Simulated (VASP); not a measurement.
Runs of VASP 6.6.1 on TaN. The structure is that of space group Immm (No. 71), or close to it. The cells are those of the table. 

```csv
cell,gap on the mesh (eV),pressure (GPa)
"a = 3.110, b = 2.790, c = 3.131 Å, angles 63.1, 66.3, 63.8°, 2 atoms",none,10.5
"a = 3.120, b = 2.634, c = 3.140 Å, angles 64.7, 69.6, 65.5°, 2 atoms",none,16.2
"a = 3.083, b = 2.925, c = 3.125 Å, angles 61.2, 62.9, 62.6°, 2 atoms",none,(a)
"a = 3.167, b = 3.009, c = 3.125 Å, angles 62.1, 63.7, 60.7°, 2 atoms",none,(b)
"a = 3.089, b = 2.769, c = 3.131 Å, angles 62.8, 66.1, 64.3°, 2 atoms",none,16.3
"a = 3.193, b = 2.874, c = 3.131 Å, angles 64.1, 67.2, 61.9°, 2 atoms",none,-6.2
"a = 3.172, b = 2.852, c = 3.131 Å, angles 63.8, 67.0, 62.3°, 2 atoms",none,-2.8
```

Alike in all rows: task single point; level PBE; potentials or basis VASP PAW PBE potentials, release 64 (Ta_pv, N); no spin polarisation; k mesh 18 × 18 × 18; cutoff (eV) 520; smearing gaussian 0.15 eV.

Problem. Estimate the missing entries.

Solution. (a) 12.6; (b) -5.7.

Caveats: spin-orbit coupling is left out, which moves the levels of the heavy elements; the cell stands under pressure (at least some runs); the cell stands under tension (at least some runs).

A k mesh can miss the band edges, and the runs leave out spin-orbit coupling on Ta.

A gap of «none» marks levels without a gap at the run's occupations.
